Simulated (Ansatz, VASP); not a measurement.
# One calculation of Zr, two programs

File INCAR:

```
  PREC = Accurate
  ENCUT = 520
  EDIFF = 1E-6
  ISMEAR = -1
  SIGMA = 0.1
  LREAL = False
  LASPH = True
  NELM = 60
  ALGO = Normal
  ISIF = 2
  LWAVE = False
  LCHARG = False
  GGA = CA
  NBANDS = 19
```

Contents of KPOINTS:

```
Automatic mesh
0
Gamma
  19 19 10
```

Contents of POSCAR:

```
Zr
1.0
    3.1439658750      0.0000000000      0.0000000000
   -1.5719829375      2.7227543164      0.0000000000
    0.0000000000      0.0000000000      5.0894642161
Zr
2
Direct
    0.3333333333      0.6666666667      0.2500000000
    0.6666666667      0.3333333333      0.7500000000
```

Input for Ansatz:

```yaml
crystal:
  lattice:
    - [3.143965875, 0.0, 0.0]
    - [-1.5719829375, 2.7227543164, 0.0]
    - [0.0, 0.0, 5.0894642161]
  atoms:
    - { symbol: Zr, position: [0.3333333333, 0.6666666667, 0.25] }
    - { symbol: Zr, position: [0.6666666667, 0.3333333333, 0.75] }
hamiltonian:
  xc: lda
  pseudopotentials:
    kind: paw
    azcp:
      Zr: "pseudopotentials/Zr.paw.azcp"
basis:
  ecutwfc: 420
  fft_grid_basis: typed
kpoints:
  mp_grid: { grid: [19, 19, 10], shift: [0, 0, 0] }
magnetization:
  spin_polarized: false
scf:
  occupations: { method: fermi_dirac, width: 0.1 }
output:
  stress: true
```

Alike in both runs: task single point; functional LDA; k mesh 19 × 19 × 10; occupations fermi-dirac, width 0.1 eV; no spin polarisation.

```csv
,VASP,Ansatz
version,VASP 6.6.1,Ansatz 0.2.0
potentials or method,"VASP PAW LDA potentials, release 64 (Zr_sv), cutoff 520 eV","plane waves (420 eV) with PAW, scalar-relativistic"
valence electrons in the cell,24,24
```

VASP gave:

```
pressure (GPa)                                                : 0.1
traceless stress, the component that is largest in VASP (GPa) : 0.09
```

Q: Estimate Ansatz's values.

A: Pressure (GPa): 0.0; traceless stress, the component that is largest in VASP (GPa): 0.05.

Ansatz warns that its potentials were made for another functional, while VASP's fit it. LDA's correlation is that of Perdew and Zunger in VASP and of Perdew and Wang (1992) in Ansatz.
